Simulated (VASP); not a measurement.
# Cu (P6_3/mmc) in VASP: a series of runs

Runs on Cu. Level: PBE. Tasks: single point.

Everything below comes from runs of VASP 6.6.1. Logs are shortened: lines on timing, memory, paths and dates and some standing lists are left out, and cuts for length are marked.

**1. The cell of the first run**

The structure is hexagonal, space group P6_3/mmc (No. 194). Conventional cell: a = 2.661 Å, b = 2.661 Å, c = 3.907 Å, α = 90.00°, β = 90.00°, γ = 120.00°. Within 3.3 Å of Cu (site symmetry -6m2) lie 12 Cu at 2.49 to 2.66 Å.

**2. Single point, PBE (strain +0.050 along x and y, -0.050 along z)**

Contents of INCAR:

```
  PREC = Accurate
  ENCUT = 520
  EDIFF = 1E-7
  ISMEAR = 0
  SIGMA = 0.15
  LREAL = False
  LASPH = True
  NELM = 100
  ALGO = Fast
  ISIF = 2
  LWAVE = False
  LCHARG = False
  GGA = PE
  NBANDS = 18
```

Contents of KPOINTS:

```
Automatic mesh
0
Gamma
  24 24 12
```

Contents of POSCAR:

```
Cu
1.0
    2.6608015033      0.0000000000      0.0000000000
   -1.3304007516      2.3043216963      0.0000000000
    0.0000000000      0.0000000000      3.9069424500
Cu
2
Direct
    0.3333333333      0.6666666667      0.2500000000
    0.6666666667      0.3333333333      0.7500000000
```

Potentials or basis: VASP PAW PBE potentials, release 64 (Cu).

On the command line:

```console
> cat potpaw_PBE.64/Cu/POTCAR > POTCAR
> mpirun -np 1 vasp_std > vasp.out
```

OUTCAR:

```text
PREC = Accurate
   ENCUT = 520
   EDIFF = 1E-7
   ISMEAR = 0
   LREAL = False
   LASPH = True
   NELM = 100
   ISIF = 2
   GGA = PE

 ion  position               nearest neighbor table
   1  0.333  0.667  0.250-   2 2.49   2 2.49   2 2.49   2 2.49   2 2.49   2 2.49
   2  0.667  0.333  0.750-   1 2.49   1 2.49   1 2.49   1 2.49   1 2.49   1 2.49

  LATTYP: Found a hexagonal cell.
 ALAT       =     2.6608015033
 C/A-ratio  =     1.4683329234

  Lattice vectors:

 A1 = (   2.6608015033,   0.0000000000,   0.0000000000)
 A2 = (  -1.3304007516,   2.3043216963,   0.0000000000)
 A3 = (   0.0000000000,   0.0000000000,   3.9069424500)

Analysis of symmetry for initial positions (statically):
=====================================================================
 Subroutine PRICEL returns:
 Original cell was already a primitive cell.

 Routine SETGRP: Setting up the symmetry group for a
 hexagonal supercell.

 Subroutine GETGRP returns: Found 24 space group operations
 (whereof 12 operations were pure point group operations)
 out of a pool of 24 trial point group operations.

The static configuration has the point symmetry D_3d.
 The point group associated with its full space group is D_6h.

Analysis of symmetry for dynamics (positions and initial velocities):
=====================================================================
 Subroutine PRICEL returns:
 Original cell was already a primitive cell.

 Routine SETGRP: Setting up the symmetry group for a
 hexagonal supercell.

 Subroutine GETGRP returns: Found 24 space group operations
 (whereof 12 operations were pure point group operations)
 out of a pool of 24 trial point group operations.

The dynamic configuration has the point symmetry D_3d.
 The point group associated with its full space group is D_6h.

 Subroutine INISYM returns: Found 24 space group operations
 (whereof 12 operations are pure point group operations),
 and found     1 'primitive' translations

----------------------------------------------------------------------------------------

                                     Primitive cell

  volume of cell :      23.9548

  direct lattice vectors                    reciprocal lattice vectors
[... 77 lines left out ...]
 SYSTEM =  unknown system
   PREC   = accura    normal or accurate (medium, high low for compatibility)
   ISTART =      0    job   : 0-new  1-cont  2-samecut
   ICHARG =      2    charge: 1-file 2-atom 10-const
   ISPIN  =      1    spin polarized calculation?
   LNONCOLLINEAR =      F non collinear calculations
   LSORBIT =      F    spin-orbit coupling
   LASPH  =      T    aspherical Exc in radial PAW
   ENCUT  =  520.0 eV  38.22 Ry    6.18 a.u.   4.95  4.95  7.26*2*pi/ulx,y,z
   NELM   =    100;   NELMIN=  2; NELMDL= -5     # of ELM steps
   EDIFF  = 0.1E-06   stopping-criterion for ELM
   LREAL  =      F    real-space projection
   EDIFFG = 0.1E-05   stopping-criterion for IOM
   NSW    =      0    number of steps for IOM
   IBRION =     -1    ionic relax: 0-MD 1-quasi-New 2-CG
   NFREE  =      0    steps in history (QN), initial steepest desc. (CG)
   ISIF   =      2    stress and relaxation
   ISYM   =      2    0-nonsym 1-usesym 2-fastsym
   POTIM  = 0.5000    time-step for ionic-motion
   TEBEG  =    0.0;   TEEND  =   0.0 temperature during run
   PSTRESS=    0.0 pullay stress
   NELECT =      22.0000    total number of electrons
   NUPDOWN=      -1.0000    fix difference up-down
   EMIN   =  10.00;   EMAX   =-10.00  energy-range for DOS
   EFERMI =   0.00;   METHOD = LEGACY
   ISMEAR =     0;   SIGMA  =   0.15  broadening in eV -4-tet -1-fermi 0-gaus
   EFERMI_NEDOS =   21; number of points for ismear=-14 and -15
   IALGO  =     68    algorithm
   IMIX   =      4    mixing-type and parameters
     AMIX     =   0.40;   BMIX     =  1.00
     AMIX_MAG =   1.60;   BMIX_MAG =  1.00
  volume/ion in A,a.u.               =      11.98        80.83
  Fermi-wavevector in a.u.,A,eV,Ry     =   1.591298  3.007117 34.453073  2.532229
  Thomas-Fermi vector in A             =   2.689860
   LORBIT       =      0    0 simple, 1 ext, 2 COOP (PROOUT), +10 PAW based schemes
   GGA     = PE    functional components
   LHFCALC =     F    Hartree Fock is set to
   AEXX    =    0.0000 exact exchange contribution
   IVDW    =     0    specifies the selected vdW correction
   LEPSILON=     F    determine dielectric tensor
   LRPA    =     F    only Hartree local field effects (RPA)
 non-spin polarized calculation
 RMM-DIIS sequential band-by-band and
 Gauss-broadening in eV      SIGMA  =   0.15
  energy-cutoff  :      520.00
  volume of cell :       23.95
 maximum number of plane-waves:       666
 NGX is ok and might be reduce to    20
   NGX =  9   NGY =  9   NGZ = 15

 number of electron      21.9999997 magnetization

 Free energy of the ion-electron system (eV)
  ---------------------------------------------------
  ext. energy  EPLUGINS =         0.00000000
  ---------------------------------------------------
  free energy    TOTEN  =        -7.35091000 eV

  energy without entropy =       -7.34381797  energy(sigma->0) =       -7.34736398

 E-fermi :   7.4194     XC(G=0): -12.6362

 val. band max:        7.4189356422   @ k =   0.4167   0.1250   0.0000
 cond. band min:       7.4437833233   @ k =   0.4167   0.1250   0.0833
 fundamental gap:      0.0248476811
 Fermi energy:         7.4193634312

 k-point     1 :       0.0000    0.0000    0.0000
  band No.  band energies     occupation
      1      -1.8297      2.00000
      2       2.5649      2.00000
      3       4.4685      2.00000
      4       4.4685      2.00000
      5       4.6921      2.00000
      6       4.6921      2.00000
[... 481 lines left out ...]
      5       4.1277      2.00000
      6       4.6843      2.00000
[... 10 lines left out ...]
     17      19.3758      0.00000
     18      25.2555      0.00000

 [... further k-points ...]
[... 5 lines left out ...]
  --------------------------------------------------------------------------------------
  -------------------------------------------------------------------------------------
  Total       -0.4313998     -0.4313998      1.9006662     -0.0000000      0.0000000     -0.0000000
  in kB      -28.8534633    -28.8534633    127.1229101     -0.0000000      0.0000000     -0.0000000
  external PRESSURE =      23.1386612 kB  Pullay stress =       0.0000000 kB

 VOLUME and BASIS-vectors are now :
 -----------------------------------------------------------------------------
  energy-cutoff  :      520.00
  volume of cell :       23.95
      direct lattice vectors                 reciprocal lattice vectors
     2.660801503  0.000000000  0.000000000     0.375826607  0.216983593  0.000000000
    -1.330400752  2.304321696  0.000000000     0.000000000  0.433967185  0.000000000
     0.000000000  0.000000000  3.906942450     0.000000000  0.000000000  0.255954628

 POSITION                                       TOTAL-FORCE (eV/Angst)
 -----------------------------------------------------------------------------------
     -0.00000      1.53621      0.97674         0.000000     -0.000000      0.000000
      1.33040      0.76811      2.93021        -0.000000      0.000000      0.000000
 -----------------------------------------------------------------------------------
    total drift:                                0.000000     -0.000000      0.000000

  FREE ENERGIE OF THE ION-ELECTRON SYSTEM (eV)
  ---------------------------------------------------
  free  energy   TOTEN  =        -7.3509099957 eV

  energy  without entropy=       -7.3438179685  energy(sigma->0) =       -7.34736398
```

Wall time 4.4 min (1 thread of AMD EPYC 7R13, shared host); peak memory 0.23 GiB.

Results:

- Free energy: -7.3509 eV
- Pressure: 2.3 GPa
- Band gap on the k mesh: zero (band 11 reaches 10.93 eV, above the bottom of band 12 at 5.52 eV)

Stress tensor (GPa, compression positive):
```
-2.89  0.00  0.00
 0.00 -2.89  0.00
 0.00  0.00 12.71
```

Caveat: the cell differs from its parent crystal (strain +0.050 along x and y, -0.050 along z).

**3. Single point, PBE (strain +0.025 along x and y, +0.000 along z)**

Contents of INCAR:

```
SYSTEM = Cu
PREC = Accurate
ENCUT = 520
EDIFF = 1E-6
ISMEAR = 0
SIGMA = 0.15
LREAL = .False.
LASPH = .True.
NELM = 100
ALGO = Fast
ISIF = 2
LWAVE = .False.
LCHARG = .False.
GGA = PE
NBANDS = 18
```

Contents of KPOINTS:

```
Automatic mesh
0
Gamma
  24 24 12
  0 0 0
```

Contents of POSCAR:

```
Cu
1.0
    2.5974490865      0.0000000000      0.0000000000
   -1.2987245433      2.2494568940      0.0000000000
    0.0000000000      0.0000000000      4.1125710000
Cu
2
Direct
    0.3333333333      0.6666666667      0.2500000000
    0.6666666667      0.3333333333      0.7500000000
```

Potentials or basis: VASP PAW PBE potentials, release 64 (Cu).

On the command line:

```console
> cat potpaw_PBE.64/Cu/POTCAR > POTCAR
> mpirun -np 1 vasp_std > vasp.out
```

Run time: 3.5 min. Hardware: 1 thread of AMD EPYC 7R13, shared host; peak memory 0.23 GiB.

It converged, with:

* Free energy: -7.4339 eV
* Pressure: 0.9 GPa
* Band gap on the k mesh: zero (band 11 reaches 11.23 eV, above the bottom of band 12 at 5.45 eV)

Stress tensor (GPa, compression positive):
```
-1.00  0.00  0.00
 0.00 -1.00  0.00
 0.00  0.00  4.68
```

Levels at points of the mesh, in eV from the Fermi level:
```
           k point  band 9  band 10  band 11  band 12  band 13  band 14
(0.00, 0.00, 0.00)   -2.52    -1.71    -1.71    -0.67     4.10    20.80
(0.50, 0.00, 0.00)   -1.56    -1.55    -0.07     1.40     7.82     8.28
(0.00, 0.00, 0.50)   -1.93    -1.93    -1.93    -1.93    13.10    13.10
(0.50, 0.00, 0.50)   -1.61    -1.61     0.48     0.48     4.67     4.67
```

Caveat: the cell differs from its parent crystal (strain +0.025 along x and y, +0.000 along z).
